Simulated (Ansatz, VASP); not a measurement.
# C in VASP and in Ansatz

Contents of INCAR:

```
SYSTEM = C
PREC     = Accurate       ! precision mode
ENCUT    = 600            ! plane-wave cutoff, eV
EDIFF    = 1E-6           ! SCF threshold, eV
ISMEAR   = -1             ! smearing method
SIGMA    = 0.01           ! smearing width, eV
LREAL    = .FALSE.        ! projectors in reciprocal space
LASPH    = .TRUE.         ! aspherical terms in the spheres
NELM     = 120            ! most SCF steps
ALGO     = Normal         ! electronic algorithm
ISIF     = 2              ! what is computed and relaxed
LWAVE    = .FALSE.        ! write WAVECAR
LCHARG   = .FALSE.        ! write CHGCAR
GGA      = CA             ! functional
NBANDS   = 11             ! bands
GGA_COMPAT= .FALSE.
```

Contents of KPOINTS:

```
Automatic mesh
0
G
  13 13 13
  0 0 0
```

Contents of POSCAR:

```
C
1.0
    0.0000000000      1.7857859974      1.7857859974
    1.7857859974      0.0000000000      1.7857859974
    1.7857859974      1.7857859974      0.0000000000
C
2
Direct
    0.0000000000      0.0000000000      0.0000000000
    0.2499999997      0.2499999997      0.2499999997
```

Input for Ansatz:

```yaml
crystal:
  lattice:
    - [0.0, 1.7857859974, 1.7857859974]
    - [1.7857859974, 0.0, 1.7857859974]
    - [1.7857859974, 1.7857859974, 0.0]
  atoms:
    - { symbol: C, position: [0.0, 0.0, 0.0] }
    - { symbol: C, position: [0.2499999997, 0.2499999997, 0.2499999997] }
basis:
  ecutwfc: 420.0
  ecutrho_ratio: 4
  xc_grid: 2
  fft_grid_basis: typed
  precision: f64
hamiltonian:
  xc: lda
  pseudopotentials: { kind: paw }
scf:
  max_iter: 60
  self_checks: high
  occupations: { method: fermi_dirac, width: 0.01 }
kpoints:
  mp_grid: { grid: [13, 13, 13] }
  band_path: { path: [VBM, CBM], npoints: 1 }
checkpoint:
  write: "../edges.lda.run"
  compress: false
  write_wavefunctions: true
  write_every: 100000
```

Alike in both runs: task single point; functional LDA; k mesh 13 × 13 × 13; occupations fermi-dirac, width 0.01 eV; no spin polarisation.

|  | VASP | Ansatz |
| --- | --- | --- |
| version | VASP 6.6.1 | Ansatz 0.2.0 |
| potentials or method | VASP PAW LDA potentials, release 64 (C), cutoff 600 eV | plane-wave PAW DFT |
| valence electrons in the cell | 8 | 8 |

|  | VASP | Ansatz | Ansatz less VASP |
| --- | --- | --- | --- |
| gap on the k mesh at the Fermi level (eV) | 4.10 | 4.10 | +0.005 |

LDA's correlation is that of Perdew and Zunger in VASP and of Perdew and Wang (1992) in Ansatz.
